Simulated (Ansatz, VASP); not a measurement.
Ti in VASP and in Ansatz

```
Ti
1.0
    -1.62753    1.62753    1.62753
     1.62753   -1.62753    1.62753
     1.62753    1.62753   -1.62753
Ti
1
Cartesian
  0.0000 0.0000 0.0000
```

Alike in both runs: functional PBE; k mesh 16 × 16 × 16; occupations gaussian, width 0.1 eV; no spin polarisation.

Ansatz relaxed the structure, and its values are those at the end. VASP's run is a single point on that final structure, the one shown.

|  | VASP | Ansatz |
| --- | --- | --- |
| version | VASP 6.6.1 | Ansatz 0.2.0 |
| potentials or method | VASP PAW PBE potentials, release 64 (Ti_sv), cutoff 520 eV | scalar-relativistic, plane waves, PAW |
| valence electrons in the cell | 12 | 12 |

```tsv
	VASP	Ansatz	Ansatz less VASP
gap on the k mesh at the Fermi level (eV)	none	none	-
pressure (GPa)	-0.3	-0.1	+0.24
```

A gap of «none» marks a metal or a gap that the smearing closes.
